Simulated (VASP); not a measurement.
The system is Ti3Al.

```
Ti Al
1.0
     0.00000    3.05220    3.05220
     3.05220    0.00000    3.05220
     3.05220    3.05220    0.00000
Ti Al
3 1
Direct
  0.75000 0.75000 0.75000
  0.25000 0.25000 0.25000
  0.00000 0.00000 0.00000
  0.50000 0.50000 0.50000
```

Base run:

```yaml
Program: VASP 6.6.1
Functional: PBEsol
Potentials_or_basis: VASP PAW PBE potentials, release 64 (Ti_sv, Al)
Cutoff: 520 eV
k_mesh: 12 × 12 × 12
Occupations: gaussian, width 0.15 eV
Spin: collinear spin, ferromagnetic start
Starting_moments: "[0.8, 0.8, 0.8, 0.0] μB"
Fixed_moment: 2.4 μB
```

Its results: pressure 21.2 GPa; site moments Ti +0.41, +1.01; Al -0.01 μB.

**Question.** The run is repeated on the same cell with these changes: fixed moment from 2.4 μB to 0.9 μB; moments at the start from [0.8, 0.8, 0.8, 0.0] to [0.3, 0.3, 0.3, 0.0]. What comes out?

**Answer.** Pressure 19.3 GPa; site moments Ti +0.10, +0.52; Al -0.01 μB.

Caveats: the PAW data sets were made with another functional, which shifts forces and pressure a little; the total moment is fixed, so each spin has its own Fermi level.
